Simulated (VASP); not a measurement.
Set up this calculation in VASP 6.6.1, as the native input.

```yaml
Task: single point
Functional: PBE
Potentials_or_basis: VASP PAW PBE potentials, release 64 (W_sv, S)
Cutoff: 520 eV
k_mesh: 10 × 10 × 10
Occupations: fermi-dirac, width 0.02 eV
Spin: no spin polarisation
Dipole_correction: no
Further_INCAR_settings: ALGO = Normal; EDIFF = 1e-06; NBANDS = 20
```

The structure of WS2 lies in POSCAR:

```
WS2
1.0
    1.5432263603      0.8909821546      6.0696878746
   -1.5432263603      0.8909821546      6.0696878746
    0.0000000000     -1.7819643089      6.0696878747
W S
1 2
Direct
    0.0006509585      0.0006509585      0.0006509585
    0.2469155902      0.2469155902      0.2469155902
    0.4211334514      0.4211334514      0.4211334514
```

This cell differs from its parent crystal: strain -2.7%.

These files were run (other wordings do the same):

INCAR

```
SYSTEM = WS2
ALGO     = Normal         ! electronic algorithm
EDIFF    = 1E-6           ! SCF threshold, eV
ENCUT    = 520            ! plane-wave cutoff, eV
GGA      = PE             ! functional
ISIF     = 2              ! what is computed and relaxed
ISMEAR   = -1             ! smearing method
LASPH    = .True.         ! aspherical terms in the spheres
LCHARG   = .False.        ! write CHGCAR
LREAL    = .False.        ! projectors in reciprocal space
LWAVE    = .False.        ! write WAVECAR
NBANDS   = 20             ! bands
NELM     = 100            ! most SCF steps
PREC     = Accurate       ! precision mode
SIGMA    = 0.02           ! smearing width, eV
```

KPOINTS

```
k-points
0
Gamma
  10 10 10
  0 0 0
```

Potentials or basis: VASP PAW PBE potentials, release 64 (W_sv, S).

The run is started by

```bash
$ cat potpaw_PBE.64/W_sv/POTCAR potpaw_PBE.64/S/POTCAR > POTCAR
$ mpirun -np 1 vasp_std > vasp.out
```

It gave:

| Property | Result |
| --- | --- |
| Pressure | 11.1 GPa |
| Largest force | 0.248 eV/Å |
| Band gap on the k mesh | 1.00 eV (least direct gap 2.35 eV) |

Caveat: the cell differs from its parent crystal (strain -2.7%); the cell stands under pressure; spin-orbit coupling is left out, which moves the levels of the heavy elements.

Wall time 110 s on 1 thread of Intel(R) Xeon(R) 6975P-C (Granite Rapids), with other jobs on the host, peak memory 0.37 GiB.
